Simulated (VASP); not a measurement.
# BN (pbe) (F-43m) in VASP: single point with PBE

Aim: the single point of BN (pbe) with PBE.

Program: VASP 6.6.1. These are calculated values, not measurements. Logs are shortened: lines on timing, memory, paths and dates and some standing lists are left out, and cuts for length are marked.

### 1 The cell of the first run

The structure is cubic, space group F-43m (No. 216). Conventional cell: a = 3.624 Å, b = 3.624 Å, c = 3.624 Å, α = 90.00°, β = 90.00°, γ = 90.00°. Within 2.1 Å of B (site symmetry -43m) lie 4 N at 1.57 Å. Within 2.1 Å of N (site symmetry -43m) lie 4 B at 1.57 Å.

### 2 Single point, PBE

The input, INCAR:

```
  ALGO = Normal
  EDIFF = 1E-6
  ENCUT = 600
  GGA = PE
  GGA_COMPAT = False
  ISIF = 2
  ISMEAR = 0
  LASPH = True
  LCHARG = True
  LELF = True
  LREAL = False
  LVHAR = True
  LWAVE = False
  NBANDS = 11
  NELM = 120
  PREC = Accurate
  SIGMA = 0.02
```

The input, KPOINTS:

```
k-points
0
Gamma
  12 12 12
```

The input, POSCAR:

```
BN
1.0
    0.0000000000      1.8120428308      1.8120428308
    1.8120428308      0.0000000000      1.8120428308
    1.8120428308      1.8120428308      0.0000000000
B N
1 1
Direct
    0.0000000000      0.0000000000      0.0000000000
    0.2500000000      0.2500000000      0.2500000000
```

Potentials or basis: VASP PAW PBE potentials, release 64 (B, N).

Launch:

```sh
$ cat potpaw_PBE.64/B/POTCAR potpaw_PBE.64/N/POTCAR > POTCAR
$ mpirun -np 1 vasp_std > vasp.out
```

OUTCAR:

```text
EDIFF = 1E-6
   ENCUT = 600
   GGA = PE
   ISIF = 2
   ISMEAR = 0
   LASPH = True
   LREAL = False
   NELM = 120
   PREC = Accurate

 ion  position               nearest neighbor table
   1  0.000  0.000  0.000-   2 1.57   2 1.57   2 1.57   2 1.57
   2  0.250  0.250  0.250-   1 1.57   1 1.57   1 1.57   1 1.57

  LATTYP: Found a face centered cubic cell.
 ALAT       =     3.6240856616

  Lattice vectors:

 A1 = (   0.0000000000,   1.8120428308,   1.8120428308)
 A2 = (   1.8120428308,   0.0000000000,   1.8120428308)
 A3 = (   1.8120428308,   1.8120428308,   0.0000000000)

Analysis of symmetry for initial positions (statically):
=====================================================================
 Subroutine PRICEL returns:
 Original cell was already a primitive cell.

 Routine SETGRP: Setting up the symmetry group for a
 face centered cubic supercell.

 Subroutine GETGRP returns: Found 24 space group operations
 (whereof 24 operations were pure point group operations)
 out of a pool of 48 trial point group operations.

The static configuration has the point symmetry T_d .

Analysis of symmetry for dynamics (positions and initial velocities):
=====================================================================
 Subroutine PRICEL returns:
 Original cell was already a primitive cell.

 Routine SETGRP: Setting up the symmetry group for a
 face centered cubic supercell.

 Subroutine GETGRP returns: Found 24 space group operations
 (whereof 24 operations were pure point group operations)
 out of a pool of 48 trial point group operations.

The dynamic configuration has the point symmetry T_d .

 Subroutine INISYM returns: Found 24 space group operations
 (whereof 24 operations are pure point group operations),
 and found     1 'primitive' translations

----------------------------------------------------------------------------------------

                                     Primitive cell

  volume of cell :      11.8997

  direct lattice vectors                    reciprocal lattice vectors
     0.000000000  1.812042831  1.812042831    -0.275931668  0.275931668  0.275931668
     1.812042831  0.000000000  1.812042831     0.275931668 -0.275931668  0.275931668
     1.812042831  1.812042831  0.000000000     0.275931668  0.275931668 -0.275931668

  length of vectors
     2.562615547  2.562615547  2.562615547     0.477927668  0.477927668  0.477927668

  position of ions in fractional coordinates (direct lattice)
[... 79 lines left out ...]
   EDIFF  = 0.1E-05   stopping-criterion for ELM
   LREAL  =      F    real-space projection
[... 7 lines left out ...]
   TEBEG  =    0.0;   TEEND  =   0.0 temperature during run
   PSTRESS=    0.0 pullay stress
   NELECT =       8.0000    total number of electrons
   NUPDOWN=      -1.0000    fix difference up-down
   EMIN   =  10.00;   EMAX   =-10.00  energy-range for DOS
   EFERMI =   0.00;   METHOD = LEGACY
   ISMEAR =     0;   SIGMA  =   0.02  broadening in eV -4-tet -1-fermi 0-gaus
   EFERMI_NEDOS =   21; number of points for ismear=-14 and -15
   IALGO  =     38    algorithm
   IMIX   =      4    mixing-type and parameters
     AMIX     =   0.40;   BMIX     =  1.00
     AMIX_MAG =   1.60;   BMIX_MAG =  1.00
  volume/ion in A,a.u.               =       5.95        40.15
  Fermi-wavevector in a.u.,A,eV,Ry     =   1.434145  2.710141 27.984077  2.056772
  Thomas-Fermi vector in A             =   2.553586
   LORBIT       =      0    0 simple, 1 ext, 2 COOP (PROOUT), +10 PAW based schemes
   GGA     = PE    functional components
   LHFCALC =     F    Hartree Fock is set to
   AEXX    =    0.0000 exact exchange contribution
   IVDW    =     0    specifies the selected vdW correction
   LEPSILON=     F    determine dielectric tensor
   LRPA    =     F    only Hartree local field effects (RPA)
 non-spin polarized calculation
 Gauss-broadening in eV      SIGMA  =   0.02
  energy-cutoff  :      600.00
  volume of cell :       11.90
 maximum number of plane-waves:       415
   NGX = 11   NGY = 11   NGZ = 11

 number of electron       7.9999999 magnetization

 Free energy of the ion-electron system (eV)
  ---------------------------------------------------
  ext. energy  EPLUGINS =         0.00000000
  ---------------------------------------------------
  free energy    TOTEN  =       -17.45462780 eV

  energy without entropy =      -17.45462780  energy(sigma->0) =      -17.45462780

 E-fermi :   7.4116     XC(G=0): -12.7850

 val. band max:        7.3100666955   @ k =   0.0000   0.0000   0.0000
 cond. band min:      11.7615422748   @ k =   0.5000   0.5000   0.0000
 fundamental gap:      4.4514755793
 Fermi energy:         7.4116174560

 k-point     1 :       0.0000    0.0000    0.0000
  band No.  band energies     occupation
      1     -12.8353      2.00000
      2       7.3101      2.00000
      3       7.3101      2.00000
      4       7.3101      2.00000
      5      16.0940      0.00000
      6      16.0940      0.00000
      7      16.0940      0.00000
      8      17.5378      0.00000
      9      31.9212      0.00000
     10      34.9849      0.00000
     11      34.9849      0.00000
[... 309 lines left out ...]
 k-point    24 :      -0.4167    0.1667    0.0000
  band No.  band energies     occupation
      1      -8.2936      2.00000
      2      -2.6229      2.00000
      3       3.2123      2.00000
      4       4.7625      2.00000
      5      16.5852      0.00000
      6      19.4229      0.00000
      7      19.4965      0.00000
      8      22.9022      0.00000
      9      28.2710      0.00000
     10      32.5674      0.00000
     11      33.8392      0.00000

 [... further k-points ...]

------------------------ aborting loop because EDIFF is reached ----------------------------------------

  FORCE on cell =-STRESS in cart. coord.  units (eV):
  Direction    XX          YY          ZZ          XY          YZ          ZX
  --------------------------------------------------------------------------------------
  -------------------------------------------------------------------------------------
  Total        0.0115056      0.0115056      0.0115056      0.0000000      0.0000000     -0.0000000
  in kB        1.5491125      1.5491125      1.5491125      0.0000000      0.0000000     -0.0000000
  external PRESSURE =       1.5491125 kB  Pullay stress =       0.0000000 kB

 VOLUME and BASIS-vectors are now :
 -----------------------------------------------------------------------------
  energy-cutoff  :      600.00
  volume of cell :       11.90
      direct lattice vectors                 reciprocal lattice vectors
     0.000000000  1.812042831  1.812042831    -0.275931668  0.275931668  0.275931668
     1.812042831  0.000000000  1.812042831     0.275931668 -0.275931668  0.275931668
     1.812042831  1.812042831  0.000000000     0.275931668  0.275931668 -0.275931668

 POSITION                                       TOTAL-FORCE (eV/Angst)
 -----------------------------------------------------------------------------------
      0.00000      0.00000      0.00000         0.000000      0.000000      0.000000
      0.90602      0.90602      0.90602        -0.000000     -0.000000     -0.000000
 -----------------------------------------------------------------------------------
    total drift:                                0.000000      0.000000      0.000000

  FREE ENERGIE OF THE ION-ELECTRON SYSTEM (eV)
  ---------------------------------------------------
  free  energy   TOTEN  =       -17.4546277979 eV

  energy  without entropy=      -17.4546277979  energy(sigma->0) =      -17.45462780
```

Run time: 24 s. Hardware: 1 thread of AMD EPYC 7R13, shared host; peak memory 0.09 GiB.

Results:

```yaml
Free_energy: -17.4546 eV
Pressure: 0.2 GPa
Band_gap_on_the_k_mesh: 4.45 eV, indirect (least direct gap 8.78 eV)
```

Levels at points of the mesh, in eV from the valence-band top:
```tsv
k point	band 1	band 2	band 3	band 4	band 5	band 6	band 7	band 8	band 9
(0.00, 0.00, 0.00)	-20.15	0.00	0.00	0.00	8.78	8.78	8.78	10.23	24.61
(0.50, 0.00, 0.00)	-15.96	-10.62	-1.93	-1.93	10.05	10.66	10.66	15.18	23.35
(0.50, 0.50, 0.00)	-14.61	-8.87	-4.87	-4.87	4.45	9.19	17.80	17.80	20.66
```

A k mesh can miss the band edges. A hybrid or GW would open this gap; PBE tends to underestimate it.
